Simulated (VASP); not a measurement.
A run of VASP 6.6.1:

File INCAR:

```
SYSTEM = HfSi4
ALGO = Normal
EDIFF = 1E-6
EDIFFG = -0.01
ENCUT = 600
GGA = PE
IBRION = 2
ISIF = 3
ISMEAR = 0
LASPH = .True.
LCHARG = .False.
LREAL = .False.
LWAVE = .False.
NELM = 80
NSW = 100
PREC = Accurate
SIGMA = 0.1
```

KPOINTS

```
k-points
0
Gamma
  10 10 10
  0 0 0
```

POSCAR

```
HfSi4
1.0
   -2.5390905099      2.5390905099      3.9618706819
    2.5390905099     -2.5390905099      3.9618706819
    2.5390905099      2.5390905099     -3.9618706819
Hf Si
1 4
Direct
    0.0000000000      0.0000000000      0.0000000000
    0.3486556131      0.3486556131      0.0000000000
    0.6513443869      0.6513443869      0.0000000000
    0.5000000000      0.0000000000      0.5000000000
    0.0000000000      0.5000000000      0.5000000000
```

Potentials or basis: VASP PAW PBE potentials, release 64 (Hf_pv, Si).

Launch:

```bash
$ cat potpaw_PBE.64/Hf_pv/POTCAR potpaw_PBE.64/Si/POTCAR > POTCAR
$ mpirun -np 1 vasp_std > vasp.out
```

Hardware: 1 thread of Intel(R) Xeon(R) Platinum 8488C (Sapphire Rapids) (shared host).

Q: How long does it take, and how much memory?

A: Wall time 9.7 min on 1 thread of Intel(R) Xeon(R) Platinum 8488C (Sapphire Rapids) (shared host), peak memory 0.47 GiB. Counts: scf iterations 34, k points 102, ion steps 5.
